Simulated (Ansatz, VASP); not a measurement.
**Cr: VASP beside Ansatz**

The input INCAR:

```
SYSTEM = Cr
PREC     = Accurate       ! precision mode
ENCUT    = 600            ! plane-wave cutoff, eV
EDIFF    = 1E-6           ! SCF threshold, eV
ISMEAR   = 0              ! smearing method
SIGMA    = 0.1            ! smearing width, eV
LREAL    = .FALSE.        ! projectors in reciprocal space
LASPH    = .TRUE.         ! aspherical terms in the spheres
NELM     = 100            ! most SCF steps
ALGO     = Fast           ! electronic algorithm
ISIF     = 3              ! what is computed and relaxed
LWAVE    = .FALSE.        ! write WAVECAR
LCHARG   = .FALSE.        ! write CHGCAR
GGA      = PE             ! functional
IBRION   = 2              ! ionic algorithm
NSW      = 100            ! ionic steps
EDIFFG   = -0.01          ! ionic threshold
```

Contents of KPOINTS:

```
regular mesh
0
G
  26 26 26
  0 0 0
```

Contents of POSCAR:

```
Cr
1.0
   -1.4248949824      1.4248949824      1.4248949824
    1.4248949824     -1.4248949824      1.4248949824
    1.4248949824      1.4248949824     -1.4248949824
Cr
1
Direct
    0.0000000000      0.0000000000      0.0000000000
```

Input for Ansatz:

```yaml
crystal:
  lattice:
    - [-1.4248949824, 1.4248949824, 1.4248949824]
    - [1.4248949824, -1.4248949824, 1.4248949824]
    - [1.4248949824, 1.4248949824, -1.4248949824]
  atoms:
    - { symbol: Cr, position: [0.0, 0.0, 0.0] }
basis:
  ecutwfc: 420
kpoints:
  mp_grid: { grid: [26, 26, 26] }
hamiltonian:
  xc: pbe
scf:
  occupations: { method: gaussian, width: 0.1 }
output:
  forces: true
  stress: true
  eigenvalues: true
relax:
  adjacent_minimum: "off"
  f_tol: 0.01
  max_steps: 80
  cell: { stress_tol: 0.05 }
```

Alike in both runs: task relaxation of cell and atoms; functional PBE; k mesh 26 × 26 × 26; occupations gaussian, width 0.1 eV; no spin polarisation.

```csv
,VASP,Ansatz
version,VASP 6.6.1,Ansatz 0.2.0
potentials or method,"VASP PAW PBE potentials, release 64 (Cr_pv), cutoff 600 eV","scalar-relativistic, plane waves, PAW"
valence electrons in the cell,12,14
```

```tsv
	VASP	Ansatz	Ansatz less VASP
gap on the k mesh at the Fermi level, each at its own relaxed structure (eV)	none	none	-
relaxed volume (Å³/atom)	11.53	11.55	+0.022
relaxed cell length with the largest relative difference (Å)	2.465	2.467	+0.0016
```

A gap of «none» marks a metal or a gap that the smearing closes. VASP's potentials hold 12 valence electrons a cell and Ansatz's 14, so a difference there can come from the potentials and not from the codes.
